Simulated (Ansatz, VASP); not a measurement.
MgS in VASP and in Ansatz

```
CELL_PARAMETERS angstrom
6.58606 0.00000 0.00000
-3.29303 5.70369 0.00000
0.00000 0.00000 4.45690
ATOMIC_POSITIONS crystal
Mg 0.00000 0.00000 0.00000
S 0.00000 0.00000 0.50000
```

Alike in both runs: functional PBE; k mesh 6 × 6 × 6; occupations gaussian, width 0.02 eV; no spin polarisation.

Ansatz relaxed the structure, and its values are those at the end. VASP's run is a single point on that final structure, the one shown.

|  | VASP | Ansatz |
| --- | --- | --- |
| version | VASP 6.6.1 | Ansatz 0.2.0 |
| potentials or method | VASP PAW PBE potentials, release 64 (Mg, S), cutoff 520 eV | scalar-relativistic, plane waves, PAW |
| valence electrons in the cell | 8 | 16 |

```csv
,VASP,Ansatz,Ansatz less VASP
gap on the k mesh at the Fermi level (eV),2.46,2.45,0.000
least direct gap on the mesh (eV),2.75,2.75,0.000
pressure (GPa),0.0,0.0,+0.01
```

With one functional, cell and mesh, what is left measures potentials, basis and numerics. VASP's potentials hold 8 valence electrons a cell and Ansatz's 16, so a difference there can come from the potentials and not from the codes.
